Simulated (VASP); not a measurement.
# Si2W (I4/mmm) in VASP: a series of runs, part 2 of 3

VASP 6.6.1. The steps go on from the part before.

### Step 4. Electric field gradients, PBEsol (volume scaled by 1.01)

The input, INCAR:

```
SYSTEM = Si2W
ALGO = Normal ; EDIFF = 1E-8
ENCUT = 520 ; GGA = PS
ISIF = 2 ; ISMEAR = -1
LASPH = .TRUE. ; LCHARG = .FALSE.
LEFG = .TRUE. ; LREAL = .FALSE.
LWAVE = .FALSE. ; NBANDS = 18
NELM = 60 ; PREC = Accurate
SIGMA = 0.03
```

The input, KPOINTS:

```
k-points
0
G
  18 18 18
  0 0 0
```

The input, POSCAR:

```
Si2W
1.0
   -1.6113355874      1.6113355874      3.9530897972
    1.6113355874     -1.6113355874      3.9530897972
    1.6113355874      1.6113355874     -3.9530897972
Si W
2 1
Direct
    0.3330000000      0.3330000000      0.0000000000
    0.6670000000      0.6670000000      0.0000000000
    0.0000000000      0.0000000000      0.0000000000
```

Potentials or basis: VASP PAW PBE potentials, release 64 (Si, W_sv).

Started as:

```sh
$ cat potpaw_PBE.64/Si/POTCAR potpaw_PBE.64/W_sv/POTCAR > POTCAR
$ mpirun -np 1 vasp_std > vasp.out
```

OUTCAR:

```text
SYSTEM = Si2W
   EDIFF = 1E-8
   ENCUT = 520
   GGA = PS
   ISIF = 2
   ISMEAR = -1
   LASPH = .TRUE.
   LREAL = .FALSE.
   NELM = 60
   PREC = Accurate

 ion  position               nearest neighbor table
   1  0.333  0.333  0.000-   2 2.63   2 2.63   2 2.63   2 2.63   3 2.63   3 2.63   3 2.63   3 2.63
                             3 2.63   2 2.64
   2  0.667  0.667  0.000-   1 2.63   1 2.63   1 2.63   1 2.63   3 2.63   3 2.63   3 2.63   3 2.63
                             3 2.63   1 2.64
   3  0.000  0.000  0.000-   1 2.63   2 2.63   2 2.63   1 2.63   2 2.63   2 2.63   2 2.63   1 2.63
[... 733 lines left out ...]

 Electric field gradients (V/A^2)
---------------------------------------------------------------------
 ion       V_xx      V_yy      V_zz      V_xy      V_xz      V_yz
---------------------------------------------------------------------
   1       4.453     4.453    -8.907    -0.000    -0.000    -0.000
   2       4.453     4.453    -8.907    -0.000    -0.000    -0.000
   3      61.963    61.963  -123.927    -0.000    -0.000    -0.000
---------------------------------------------------------------------

 Electric field gradients after diagonalization (V/A^2)
 (convention: |V_zz| > |V_xx| > |V_yy|)
----------------------------------------------------------------------
 ion       V_xx      V_yy      V_zz     asymmetry (V_yy - V_xx)/ V_zz
----------------------------------------------------------------------
   1       4.453     4.453    -8.907       0.000
   2       4.453     4.453    -8.907       0.000
   3      61.964    61.963  -123.927       0.000
----------------------------------------------------------------------

           NMR quadrupolar parameters

 Cq : quadrupolar parameter    Cq=e*Q*V_zz/h
 eta: asymmetry parameters     (V_yy - V_xx)/ V_zz
 Q  : nuclear electric quadrupole moment in mb (millibarn)
----------------------------------------------------------------------
 ion       Cq(MHz)       eta       Q (mb)
----------------------------------------------------------------------
   1      -0.022       0.000       1.000
   2      -0.022       0.000       1.000
   3      -0.300       0.000       1.000
----------------------------------------------------------------------
```

It took 7.1 min on 1 thread of Intel Xeon Platinum 8375C at 2.90GHz (Ice Lake), shared host; peak memory 0.47 GiB.

Results:

```
Free energy            : -26.6201 eV
Pressure               : -5.4 GPa
Largest force          : 0.293 eV/Å
Band gap on the k mesh : zero (band 11 reaches 12.45 eV, above the bottom of band 12 at 11.12 eV)
```

Forces on the atoms (eV/Å):
```
Si   0.000  0.000  0.293
Si   0.000  0.000 -0.293
W    0.000  0.000  0.000
```

Stress tensor (GPa, compression positive):
```
-4.38  0.00  0.00
 0.00 -4.38  0.00
 0.00  0.00 -7.37
```

Levels at points of the mesh, in eV from the Fermi level:
```
           k point  band 9  band 10  band 11  band 12  band 13  band 14
(0.00, 0.00, 0.00)   -2.81    -2.81     0.67     2.64     2.90     3.18
(0.50, 0.00, 0.00)   -2.77    -2.66    -0.42     2.67     2.74     3.91
(0.50, 0.50, 0.00)   -4.99    -3.23    -1.67     2.62     2.92     3.06
(0.50, 0.50, 0.50)   -0.83    -0.83    -0.50    -0.50     0.84     4.29
```

Electric field gradients, principal values (V/Å²):
| atom | least | middle | greatest (by size) |
| --- | --- | --- | --- |
| 1 Si | 4.453 | 4.453 | -8.907 |
| 2 Si | 4.453 | 4.453 | -8.907 |
| 3 W | 61.963 | 61.964 | -123.927 |

Caveat: without QUAD_EFG the Cq values of the log hold for a quadrupole moment of 1 mb, not for the nuclei; the PAW data sets were made with another functional, which shifts forces and pressure a little; spin-orbit coupling is left out, which moves the levels of the heavy elements.

### Step 5. Electric field gradients, PBEsol (volume scaled by 1.04)

The input, INCAR:

```
ALGO = Normal
EDIFF = 1E-8
ENCUT = 520
GGA = PS
ISIF = 2
ISMEAR = -1
LASPH = True
LCHARG = False
LEFG = True
LREAL = False
LWAVE = False
NBANDS = 18
NELM = 60
PREC = Accurate
SIGMA = 0.03
```

The input, KPOINTS:

```
k-points
0
Gamma
  18 18 18
```

The input, POSCAR:

```
Si2W
1.0
   -1.6271340025      1.6271340025      3.9918480510
    1.6271340025     -1.6271340025      3.9918480510
    1.6271340025      1.6271340025     -3.9918480510
Si W
2 1
Direct
    0.3330000000      0.3330000000      0.0000000000
    0.6670000000      0.6670000000      0.0000000000
    0.0000000000      0.0000000000      0.0000000000
```

Potentials or basis: VASP PAW PBE potentials, release 64 (Si, W_sv).

Started as:

```sh
$ cat potpaw_PBE.64/Si/POTCAR potpaw_PBE.64/W_sv/POTCAR > POTCAR
$ mpirun -np 1 vasp_std > vasp.out
```

OUTCAR:

```text
EDIFF = 1E-8
   ENCUT = 520
   GGA = PS
   ISIF = 2
   ISMEAR = -1
   LASPH = True
   LREAL = False
   NELM = 60
   PREC = Accurate

 ion  position               nearest neighbor table
   1  0.333  0.333  0.000-   2 2.66   2 2.66   2 2.66   2 2.66   3 2.66   3 2.66   3 2.66   3 2.66
                             3 2.66   2 2.67
   2  0.667  0.667  0.000-   1 2.66   1 2.66   1 2.66   1 2.66   3 2.66   3 2.66   3 2.66   3 2.66
                             3 2.66   1 2.67
   3  0.000  0.000  0.000-   1 2.66   2 2.66   2 2.66   1 2.66   2 2.66   2 2.66   2 2.66   1 2.66
                             1 2.66   1 2.66

  LATTYP: Found a body centered tetragonal cell.
 ALAT       =     3.2542680050
 C/A-ratio  =     2.4533001246

  Lattice vectors:

[... 727 lines left out ...]
 ion       V_xx      V_yy      V_zz      V_xy      V_xz      V_yz
---------------------------------------------------------------------
   1       4.170     4.170    -8.340    -0.000    -0.000    -0.000
   2       4.170     4.170    -8.340    -0.000    -0.000    -0.000
   3      58.517    58.517  -117.034    -0.001    -0.000    -0.000
---------------------------------------------------------------------

 Electric field gradients after diagonalization (V/A^2)
 (convention: |V_zz| > |V_xx| > |V_yy|)
----------------------------------------------------------------------
 ion       V_xx      V_yy      V_zz     asymmetry (V_yy - V_xx)/ V_zz
----------------------------------------------------------------------
   1       4.170     4.170    -8.340       0.000
   2       4.170     4.170    -8.340       0.000
   3      58.518    58.516  -117.034       0.000
----------------------------------------------------------------------

           NMR quadrupolar parameters

 Cq : quadrupolar parameter    Cq=e*Q*V_zz/h
 eta: asymmetry parameters     (V_yy - V_xx)/ V_zz
 Q  : nuclear electric quadrupole moment in mb (millibarn)
----------------------------------------------------------------------
 ion       Cq(MHz)       eta       Q (mb)
----------------------------------------------------------------------
   1      -0.020       0.000       1.000
   2      -0.020       0.000       1.000
   3      -0.283       0.000       1.000
----------------------------------------------------------------------
```

stdout:

```text
POSCAR found type information on POSCAR SiW
 POSCAR found :  2 types and       3 ions
 scaLAPACK will be used
 -----------------------------------------------------------------------------
|                                                                             |
|                                                                             |
|     You enforced a specific xc type in the INCAR file but a different       |
|     I HOPE YOU KNOW WHAT YOU ARE DOING!                                     |
|                                                                             |
 -----------------------------------------------------------------------------

 LDA part: xc-table for (Slater+PW92), standard interpolation
 POSCAR, INCAR and KPOINTS ok, starting setup
 FFT: planning ... GRIDC
 FFT: planning ... GRID_SOFT
 FFT: planning ... GRID
 WAVECAR not read
 entering main loop
ion   1

ion   2

ion   3
```

It took 6.2 min on 1 thread of Intel Xeon Platinum 8259CL at 2.50GHz (Skylake/Cascade Lake), shared host; peak memory 0.47 GiB.

What came out:

* Free energy: -26.5568 eV
* Pressure: -11.2 GPa
* Largest force: 0.346 eV/Å
* Band gap on the k mesh: zero (band 11 reaches 12.00 eV, above the bottom of band 12 at 10.72 eV)

Forces on the atoms (eV/Å):
```
Si   0.000  0.000  0.346
Si   0.000  0.000 -0.346
W    0.000  0.000  0.000
```

Stress tensor (GPa, compression positive):
```
-10.00   0.00   0.00
  0.00 -10.00   0.00
  0.00   0.00 -13.55
```

Electric field gradients, principal values (V/Å²):
| atom | least | middle | greatest (by size) |
| --- | --- | --- | --- |
| 1 Si | 4.170 | 4.170 | -8.340 |
| 2 Si | 4.170 | 4.170 | -8.340 |
| 3 W | 58.516 | 58.518 | -117.034 |

Caveat: without QUAD_EFG the Cq values of the log hold for a quadrupole moment of 1 mb, not for the nuclei; the PAW data sets were made with another functional, which shifts forces and pressure a little; spin-orbit coupling is left out, which moves the levels of the heavy elements.

### Step 6. Electric field gradients, PBEsol (volume scaled by 1.01)

The input, INCAR:

```
PREC     = Accurate       # precision mode
ENCUT    = 520            # plane-wave cutoff, eV
EDIFF    = 1E-8           # SCF threshold, eV
ISMEAR   = -1             # smearing method
SIGMA    = 0.03           # smearing width, eV
LREAL    = False          # projectors in reciprocal space
LASPH    = True           # aspherical terms in the spheres
NELM     = 100            # most SCF steps
ALGO     = Normal         # electronic algorithm
ISIF     = 2              # what is computed and relaxed
LWAVE    = False          # write WAVECAR
LCHARG   = False          # write CHGCAR
GGA      = PS             # functional
LEFG     = True         
NBANDS   = 18             # bands
```

The input, KPOINTS:

```
Automatic mesh
0
Gamma
  18 18 18
```

The input, POSCAR:

```
Si2W
1.0
   -1.6113355874      1.6113355874      3.9530897972
    1.6113355874     -1.6113355874      3.9530897972
    1.6113355874      1.6113355874     -3.9530897972
Si W
2 1
Direct
    0.3330000000      0.3330000000      0.0000000000
    0.6670000000      0.6670000000      0.0000000000
    0.0000000000      0.0000000000      0.0000000000
```

Potentials or basis: VASP PAW PBE potentials, release 64 (Si, W_sv).

Started as:

```sh
$ cat potpaw_PBE.64/Si/POTCAR potpaw_PBE.64/W_sv/POTCAR > POTCAR
$ mpirun -np 1 vasp_std > vasp.out
```

OUTCAR:

```text
PREC = Accurate
   ENCUT = 520
   EDIFF = 1E-8
   ISMEAR = -1
   LREAL = False
   LASPH = True
   NELM = 100
   ISIF = 2
   GGA = PS

 ion  position               nearest neighbor table
   1  0.333  0.333  0.000-   2 2.63   2 2.63   2 2.63   2 2.63   3 2.63   3 2.63   3 2.63   3 2.63
                             3 2.63   2 2.64
   2  0.667  0.667  0.000-   1 2.63   1 2.63   1 2.63   1 2.63   3 2.63   3 2.63   3 2.63   3 2.63
                             3 2.63   1 2.64
   3  0.000  0.000  0.000-   1 2.63   2 2.63   2 2.63   1 2.63   2 2.63   2 2.63   2 2.63   1 2.63
                             1 2.63   1 2.63

  LATTYP: Found a body centered tetragonal cell.
 ALAT       =     3.2226711748
 C/A-ratio  =     2.4533001245

  Lattice vectors:

 A1 = (  -1.6113355874,   1.6113355874,   3.9530897972)
 A2 = (   1.6113355874,  -1.6113355874,   3.9530897972)
 A3 = (   1.6113355874,   1.6113355874,  -3.9530897972)

[... 706 lines left out ...]
     1.611335587  1.611335587 -3.953089797     0.310301593  0.310301593  0.000000000

 POSITION                                       TOTAL-FORCE (eV/Angst)
 -----------------------------------------------------------------------------------
      0.00000      0.00000      2.63276         0.000000      0.000000      0.293279
      0.00000      0.00000      5.27342        -0.000000     -0.000000     -0.293279
      0.00000      0.00000      0.00000        -0.000000     -0.000000      0.000000
 -----------------------------------------------------------------------------------
    total drift:                                0.000000      0.000000     -0.000000

  FREE ENERGIE OF THE ION-ELECTRON SYSTEM (eV)
  ---------------------------------------------------
  free  energy   TOTEN  =       -26.6201169144 eV

  energy  without entropy=      -26.6194073937  energy(sigma->0) =      -26.61976215

 Electric field gradients (V/A^2)
---------------------------------------------------------------------
 ion       V_xx      V_yy      V_zz      V_xy      V_xz      V_yz
---------------------------------------------------------------------
   1       4.453     4.453    -8.907    -0.000    -0.000    -0.000
   2       4.453     4.453    -8.907    -0.000    -0.000    -0.000
   3      61.963    61.963  -123.927    -0.000    -0.000    -0.000
---------------------------------------------------------------------

 Electric field gradients after diagonalization (V/A^2)
 (convention: |V_zz| > |V_xx| > |V_yy|)
----------------------------------------------------------------------
 ion       V_xx      V_yy      V_zz     asymmetry (V_yy - V_xx)/ V_zz
----------------------------------------------------------------------
   1       4.453     4.453    -8.907       0.000
   2       4.453     4.453    -8.907       0.000
   3      61.964    61.963  -123.927       0.000
----------------------------------------------------------------------

           NMR quadrupolar parameters

 Cq : quadrupolar parameter    Cq=e*Q*V_zz/h
 eta: asymmetry parameters     (V_yy - V_xx)/ V_zz
 Q  : nuclear electric quadrupole moment in mb (millibarn)
----------------------------------------------------------------------
 ion       Cq(MHz)       eta       Q (mb)
----------------------------------------------------------------------
   1      -0.022       0.000       1.000
   2      -0.022       0.000       1.000
   3      -0.300       0.000       1.000
----------------------------------------------------------------------
```

OSZICAR:

```text
N       E                     dE             d eps       ncg     rms          rms(c)
DAV:   1     0.128032169237E+03    0.12803E+03   -0.10819E+04 17280   0.123E+03
DAV:   2    -0.230198055693E+02   -0.15105E+03   -0.14756E+03 19736   0.320E+02
DAV:   3    -0.274860462312E+02   -0.44662E+01   -0.44137E+01 21550   0.494E+01
DAV:   4    -0.275250199876E+02   -0.38974E-01   -0.38931E-01 20444   0.488E+00
DAV:   5    -0.275254422772E+02   -0.42229E-03   -0.42227E-03 20496   0.542E-01    0.251E+01
DAV:   6    -0.267461110677E+02    0.77933E+00   -0.35387E+00 18538   0.132E+01    0.858E+00
DAV:   7    -0.266481683812E+02    0.97943E-01   -0.27177E-01 18442   0.285E+00    0.455E+00
DAV:   8    -0.266208695625E+02    0.27299E-01   -0.53294E-02 19506   0.173E+00    0.324E-01
DAV:   9    -0.266202860807E+02    0.58348E-03   -0.11329E-03 20024   0.271E-01    0.192E-01
DAV:  10    -0.266201236737E+02    0.16241E-03   -0.29439E-04 20598   0.148E-01    0.430E-02
DAV:  11    -0.266201173169E+02    0.63569E-05   -0.38137E-05 19664   0.450E-02    0.188E-02
DAV:  12    -0.266201175173E+02   -0.20046E-06   -0.17988E-06 20222   0.866E-03    0.465E-03
DAV:  13    -0.266201169580E+02    0.55931E-06   -0.42217E-07 19408   0.573E-03    0.785E-04
DAV:  14    -0.266201169138E+02    0.44213E-07   -0.12941E-08 12402   0.104E-03    0.275E-04
DAV:  15    -0.266201169144E+02   -0.61073E-09   -0.22787E-09  9566   0.480E-04
   1 F= -.26620117E+02 E0= -.26619762E+02  d E =-.709521E-03
```

stdout:

```text
POSCAR found type information on POSCAR SiW
 POSCAR found :  2 types and       3 ions
 scaLAPACK will be used
 -----------------------------------------------------------------------------
|                                                                             |
|                                                                             |
|     You enforced a specific xc type in the INCAR file but a different       |
|     I HOPE YOU KNOW WHAT YOU ARE DOING!                                     |
|                                                                             |
 -----------------------------------------------------------------------------

 LDA part: xc-table for (Slater+PW92), standard interpolation
 POSCAR, INCAR and KPOINTS ok, starting setup
 FFT: planning ... GRIDC
 FFT: planning ... GRID_SOFT
 FFT: planning ... GRID
 WAVECAR not read
 entering main loop
ion   1

ion   2

ion   3
```

Run time: 9.8 min. Hardware: 1 thread of Intel Xeon Platinum 8488C (Sapphire Rapids), shared host; peak memory 0.46 GiB.

Results:

| Quantity | Value |
| --- | --- |
| Free energy | -26.6201 eV |
| Pressure | -5.4 GPa |
| Largest force | 0.293 eV/Å |
| Band gap on the k mesh | zero (band 11 reaches 12.45 eV, above the bottom of band 12 at 11.12 eV) |

Forces in eV/Å, atoms in the order of the input:
```
Si   0.000  0.000  0.293
Si   0.000  0.000 -0.293
W    0.000  0.000  0.000
```

Electric field gradients, principal values (V/Å²):
| atom | least | middle | greatest (by size) |
| --- | --- | --- | --- |
| 1 Si | 4.453 | 4.453 | -8.907 |
| 2 Si | 4.453 | 4.453 | -8.907 |
| 3 W | 61.963 | 61.964 | -123.927 |

Caveat: without QUAD_EFG the Cq values of the log hold for a quadrupole moment of 1 mb, not for the nuclei; the PAW data sets were made with another functional, which shifts forces and pressure a little; spin-orbit coupling is left out, which moves the levels of the heavy elements.

(Continued in part 3 of 3.)
